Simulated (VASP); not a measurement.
# Bi (R-3m) in VASP: single point with LDA

Aim: the single point of Bi with LDA.

All numbers are computed with VASP 6.6.1; they aren't measurements. Logs are shortened: lines on timing, memory, paths and dates and some standing lists are left out, and cuts for length are marked.

**1. The cell of the first run**

It takes space group R-3m (No. 166, trigonal). Conventional cell: a = 4.322 Å, b = 4.322 Å, c = 31.757 Å, α = 90.00°, β = 90.00°, γ = 120.00°. Bi (site symmetry 3m) has 9 Bi at 4.32 to 4.47 Å within 5.7 Å.

**2. Single point, LDA**

INCAR

```
SYSTEM = Bi
PREC     = Accurate       ! precision mode
ENCUT    = 520            ! plane-wave cutoff, eV
EDIFF    = 1E-6           ! SCF threshold, eV
ISMEAR   = 1              ! smearing method
SIGMA    = 0.15           ! smearing width, eV
LREAL    = .False.        ! projectors in reciprocal space
LASPH    = .True.         ! aspherical terms in the spheres
NELM     = 60             ! most SCF steps
ALGO     = Normal         ! electronic algorithm
ISIF     = 2              ! what is computed and relaxed
LWAVE    = .False.        ! write WAVECAR
LCHARG   = .False.        ! write CHGCAR
GGA      = CA             ! functional
NBANDS   = 22             ! bands
```

KPOINTS

```
Automatic mesh
0
Gamma
  6 6 6
  0 0 0
```

POSCAR

```
Bi
1.0
    2.1609690000      1.2476360000     10.5855710000
   -2.1609690000      1.2476360000     10.5855710000
    0.0000000000     -2.4952720000     10.5855710000
Bi
2
Direct
    0.6082790000      0.6082790000      0.6082790000
    0.3917210000      0.3917210000      0.3917210000
```

Potentials or basis: VASP PAW LDA potentials, release 64 (Bi_d).

On the command line:

```console
$ cat potpaw_LDA.64/Bi_d/POTCAR > POTCAR
$ mpirun -np 1 vasp_std > vasp.out
```

OUTCAR:

```text
SYSTEM = Bi
   PREC = Accurate
   ENCUT = 520
   EDIFF = 1E-6
   ISMEAR = 1
   LREAL = .False.
   LASPH = .True.
   NELM = 60
   ISIF = 2
   GGA = CA

 ion  position               nearest neighbor table
   1  0.608  0.608  0.608-
   2  0.392  0.392  0.392-

  LATTYP: Found a trigonal (rhomboedric) cell.
 ALAT       =    10.8756928976
 COS(alpha) =     0.9210388985

  Lattice vectors:

 A1 = (   2.1609690000,   1.2476360000,  10.5855710000)
 A2 = (  -2.1609690000,   1.2476360000,  10.5855710000)
 A3 = (   0.0000000000,  -2.4952720000,  10.5855710000)

Analysis of symmetry for initial positions (statically):
=====================================================================
 Subroutine PRICEL returns:
 Original cell was already a primitive cell.

 Routine SETGRP: Setting up the symmetry group for a
 trigonal (rhombohedral) supercell.

 Subroutine GETGRP returns: Found 12 space group operations
 (whereof 12 operations were pure point group operations)
 out of a pool of 12 trial point group operations.

The static configuration has the point symmetry D_3d.

Analysis of symmetry for dynamics (positions and initial velocities):
=====================================================================
 Subroutine PRICEL returns:
 Original cell was already a primitive cell.

 Routine SETGRP: Setting up the symmetry group for a
 trigonal (rhombohedral) supercell.

 Subroutine GETGRP returns: Found 12 space group operations
 (whereof 12 operations were pure point group operations)
 out of a pool of 12 trial point group operations.

The dynamic configuration has the point symmetry D_3d.

 Subroutine INISYM returns: Found 12 space group operations
 (whereof 12 operations are pure point group operations),
 and found     1 'primitive' translations

----------------------------------------------------------------------------------------

                                     Primitive cell

  volume of cell :     171.2387

  direct lattice vectors                    reciprocal lattice vectors
     2.160969000  1.247636000 10.585571000     0.231377683  0.133585971  0.031489405
    -2.160969000  1.247636000 10.585571000    -0.231377683  0.133585971  0.031489405
     0.000000000 -2.495272000 10.585571000     0.000000000 -0.267171942  0.031489405
[... 72 lines left out ...]
   NGX,Y,Z   is equivalent  to a cutoff of  12.84, 12.84, 12.84 a.u.
   NGXF,Y,Z  is equivalent  to a cutoff of  25.68, 25.68, 25.68 a.u.
 SYSTEM =  Bi
   PREC   = accura    normal or accurate (medium, high low for compatibility)
   ISTART =      0    job   : 0-new  1-cont  2-samecut
   ICHARG =      2    charge: 1-file 2-atom 10-const
   ISPIN  =      1    spin polarized calculation?
   LNONCOLLINEAR =      F non collinear calculations
   LSORBIT =      F    spin-orbit coupling
   LASPH  =      T    aspherical Exc in radial PAW
   ENCUT  =  520.0 eV  38.22 Ry    6.18 a.u.  20.22 20.22 20.22*2*pi/ulx,y,z
   NELM   =     60;   NELMIN=  2; NELMDL= -5     # of ELM steps
   EDIFF  = 0.1E-05   stopping-criterion for ELM
   LREAL  =      F    real-space projection
   EDIFFG = 0.1E-04   stopping-criterion for IOM
   NSW    =      0    number of steps for IOM
   IBRION =     -1    ionic relax: 0-MD 1-quasi-New 2-CG
   NFREE  =      0    steps in history (QN), initial steepest desc. (CG)
   ISIF   =      2    stress and relaxation
   ISYM   =      2    0-nonsym 1-usesym 2-fastsym
   POTIM  = 0.5000    time-step for ionic-motion
   TEBEG  =    0.0;   TEEND  =   0.0 temperature during run
   PSTRESS=    0.0 pullay stress
   NELECT =      30.0000    total number of electrons
   NUPDOWN=      -1.0000    fix difference up-down
   EMIN   =  10.00;   EMAX   =-10.00  energy-range for DOS
   EFERMI =   0.00;   METHOD = LEGACY
   ISMEAR =     1;   SIGMA  =   0.15  broadening in eV -4-tet -1-fermi 0-gaus
   EFERMI_NEDOS =   21; number of points for ismear=-14 and -15
   IALGO  =     38    algorithm
   IMIX   =      4    mixing-type and parameters
     AMIX     =   0.40;   BMIX     =  1.00
     AMIX_MAG =   1.60;   BMIX_MAG =  1.00
  volume/ion in A,a.u.               =      85.62       577.79
  Fermi-wavevector in a.u.,A,eV,Ry     =   0.916040  1.731065 11.417055  0.839130
  Thomas-Fermi vector in A             =   2.040850
   LORBIT       =      0    0 simple, 1 ext, 2 COOP (PROOUT), +10 PAW based schemes
   GGA     = CA    functional components
   LHFCALC =     F    Hartree Fock is set to
   AEXX    =    0.0000 exact exchange contribution
   IVDW    =     0    specifies the selected vdW correction
   LEPSILON=     F    determine dielectric tensor
   LRPA    =     F    only Hartree local field effects (RPA)
 non-spin polarized calculation
 Methfessel and Paxton  Order N= 1 SIGMA  =   0.15
  energy-cutoff  :      520.00
  volume of cell :      171.24
 maximum number of plane-waves:      4636
 NGX is ok and might be reduce to    84
   NGX = 41   NGY = 41   NGZ = 41

 number of electron      29.9999995 magnetization

 Free energy of the ion-electron system (eV)
  ---------------------------------------------------
  ext. energy  EPLUGINS =         0.00000000
  ---------------------------------------------------
  free energy    TOTEN  =        -5.01710543 eV

  energy without entropy =       -5.00291523  energy(sigma->0) =       -5.01237536

 E-fermi :  -0.3425     XC(G=0):  -6.1446

 val. band max:       -0.3445314232   @ k =   0.1667   0.1667   0.0000
 cond. band min:      -0.3414839339   @ k =   0.1667   0.0000   0.0000
 fundamental gap:      0.0030474893
 Fermi energy:        -0.3424686710

 k-point     1 :       0.0000    0.0000    0.0000
  band No.  band energies     occupation
      1     -23.1934      2.00000
      2     -23.1934      2.00000
      3     -23.1931      2.00000
      4     -23.1931      2.00000
      5     -23.1741      2.00000
      6     -23.1730      2.00000
[... 589 lines left out ...]
     21       6.0403      0.00000
     22       6.4838      0.00000

 [... further k-points ...]
[... 5 lines left out ...]
  --------------------------------------------------------------------------------------
  -------------------------------------------------------------------------------------
  Total       -6.7215776     -6.7215772     -4.0653647      0.0000000     -0.0000000      0.0000000
  in kB      -62.8897437    -62.8897403    -38.0371636      0.0000000     -0.0000000      0.0000000
  external PRESSURE =     -54.6055492 kB  Pullay stress =       0.0000000 kB

 VOLUME and BASIS-vectors are now :
 -----------------------------------------------------------------------------
  energy-cutoff  :      520.00
  volume of cell :      171.24
      direct lattice vectors                 reciprocal lattice vectors
     2.160969000  1.247636000 10.585571000     0.231377683  0.133585971  0.031489405
    -2.160969000  1.247636000 10.585571000    -0.231377683  0.133585971  0.031489405
     0.000000000 -2.495272000 10.585571000     0.000000000 -0.267171942  0.031489405

 POSITION                                       TOTAL-FORCE (eV/Angst)
 -----------------------------------------------------------------------------------
      0.00000      0.00000     19.31694         0.000000     -0.000000      1.049966
      0.00000      0.00000     12.43977         0.000000      0.000000     -1.049966
 -----------------------------------------------------------------------------------
    total drift:                                0.000000      0.000000      0.000000

  FREE ENERGIE OF THE ION-ELECTRON SYSTEM (eV)
  ---------------------------------------------------
  free  energy   TOTEN  =        -5.0171054292 eV

  energy  without entropy=       -5.0029152316  energy(sigma->0) =       -5.01237536
```

OSZICAR:

```text
N       E                     dE             d eps       ncg     rms          rms(c)
DAV:   1     0.277841458877E+03    0.27784E+03   -0.14766E+04  1432   0.124E+03
DAV:   2     0.172390179731E+02   -0.26060E+03   -0.25564E+03  1522   0.338E+02
DAV:   3    -0.431820407252E+01   -0.21557E+02   -0.21406E+02  1660   0.125E+02
DAV:   4    -0.506492880341E+01   -0.74672E+00   -0.74466E+00  1762   0.261E+01
DAV:   5    -0.508993849341E+01   -0.25010E-01   -0.25009E-01  1988   0.439E+00    0.100E+00
DAV:   6    -0.503567824179E+01    0.54260E-01   -0.67523E-02  1668   0.181E+00    0.613E-01
DAV:   7    -0.501722253020E+01    0.18456E-01   -0.71691E-02  1678   0.152E+00    0.144E-01
DAV:   8    -0.501698441160E+01    0.23812E-03   -0.43637E-03  1652   0.756E-01    0.495E-02
DAV:   9    -0.501707748635E+01   -0.93075E-04   -0.41297E-04  1750   0.176E-01    0.172E-02
DAV:  10    -0.501708144347E+01   -0.39571E-05   -0.10512E-04  1656   0.100E-01    0.809E-03
DAV:  11    -0.501710121265E+01   -0.19769E-04   -0.23791E-05  1576   0.218E-02    0.344E-03
DAV:  12    -0.501710407417E+01   -0.28615E-05   -0.33626E-06  1362   0.102E-02    0.243E-03
DAV:  13    -0.501710540492E+01   -0.13307E-05   -0.14114E-06  1284   0.787E-03    0.792E-04
DAV:  14    -0.501710542915E+01   -0.24235E-07   -0.40123E-07  1124   0.675E-03
   1 F= -.50171054E+01 E0= -.50123754E+01  d E =-.141902E-01
```

Run time: 15 min. Hardware: 1 thread of AMD EPYC 7R13 (Zen 3), shared host; peak memory 0.63 GiB.

What came out:

- Free energy: -5.0171 eV
- Pressure: -5.5 GPa
- Largest force: 1.050 eV/Å
- Band gap on the k mesh: zero (bands 15 and 16 overlap by 2.36 eV)

Forces in eV/Å, atoms in the order of the input:
```
Bi   0.000  0.000  1.050
Bi   0.000  0.000 -1.050
```

Caveat: the cell stands under tension; spin-orbit coupling is left out, which moves the levels of the heavy elements; forces of over 1 eV/Å act on the atoms, so gaps and moduli don't describe the material at rest.
